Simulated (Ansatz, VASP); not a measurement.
Cs in VASP and in Ansatz

The input INCAR:

```
PREC = Accurate
ENCUT = 520
EDIFF = 1E-6
ISMEAR = 0
SIGMA = 0.1
LREAL = False
LASPH = True
NELM = 100
ALGO = Normal
ISIF = 2
LWAVE = False
LCHARG = False
GGA = PE
NBANDS = 10
```

KPOINTS

```
Automatic mesh
0
Gamma
  10 10 10
```

POSCAR

```
Cs
1.0
   -3.0483246653      3.0483246653      3.0483246653
    3.0483246653     -3.0483246653      3.0483246653
    3.0483246653      3.0483246653     -3.0483246653
Cs
1
Direct
    0.0000000000      0.0000000000      0.0000000000
```

Input for Ansatz:

```yaml
crystal:
  lattice:
    - [-3.0483246653, 3.0483246653, 3.0483246653]
    - [3.0483246653, -3.0483246653, 3.0483246653]
    - [3.0483246653, 3.0483246653, -3.0483246653]
  atoms:
    - { symbol: Cs, position: [0.0, 0.0, 0.0] }
basis:
  ecutwfc: 420
kpoints:
  mp_grid: { grid: [10, 10, 10] }
hamiltonian:
  xc: pbe
scf:
  occupations: { method: gaussian, width: 0.1 }
output:
  forces: true
  stress: true
  eigenvalues: true
  write_density: true
  write_potential: true
  elf: true
  volumetric_format: npy
```

Alike in both runs: task single point; functional PBE; k mesh 10 × 10 × 10; occupations gaussian, width 0.1 eV; no spin polarisation.

|  | VASP | Ansatz |
| --- | --- | --- |
| version | VASP 6.6.1 | Ansatz 0.2.0 |
| potentials or method | VASP PAW PBE potentials, release 64 (Cs_sv), cutoff 520 eV | scalar-relativistic, plane waves, PAW |
| valence electrons in the cell | 9 | 9 |

|  | VASP | Ansatz | Ansatz less VASP |
| --- | --- | --- | --- |
| gap on the k mesh at the Fermi level (eV) | none | none | - |
| pressure (GPa) | 0.1 | 0.1 | +0.01 |

A gap of «none» marks a metal or a gap that the smearing closes. The functional is the same, so the differences come from potentials, cutoffs and numerics.

Neither program's run includes spin-orbit coupling.
